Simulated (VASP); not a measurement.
Here is a VASP 6.6.1 calculation.

The input INCAR:

```
PREC     = Accurate       # precision mode
ENCUT    = 520            # plane-wave cutoff, eV
EDIFF    = 1E-6           # SCF threshold, eV
ISMEAR   = 1              # smearing method
SIGMA    = 0.15           # smearing width, eV
LREAL    = False          # projectors in reciprocal space
LASPH    = True           # aspherical terms in the spheres
NELM     = 80             # most SCF steps
ALGO     = Normal         # electronic algorithm
ISIF     = 2              # what is computed and relaxed
LWAVE    = False          # write WAVECAR
LCHARG   = False          # write CHGCAR
GGA      = PS             # functional
NBANDS   = 11             # bands
```

KPOINTS

```
regular mesh
0
Gamma
  10 10 10
```

File POSCAR:

```
Pd
1.0
    0.0000000000      1.9846763588      1.9846763588
    1.9846763588      0.0000000000      1.9846763588
    1.9846763588      1.9846763588      0.0000000000
Pd
1
Direct
    0.0000000000      0.0000000000      0.0000000000
```

Potentials or basis: VASP PAW PBE potentials, release 64 (Pd).

The run is started by

```bash
$ cat potpaw_PBE.64/Pd/POTCAR > POTCAR
$ mpirun -np 1 vasp_std > vasp.out
```

Problem. Estimate the pressure.

Solution. -12.6 GPa.

Problem. Predict the band gap on the k mesh.

Solution. Zero (band 5 reaches 8.93 eV, above the bottom of band 6 at 7.51 eV).

Caveat: the PAW data sets were made with another functional, which shifts forces and pressure a little.
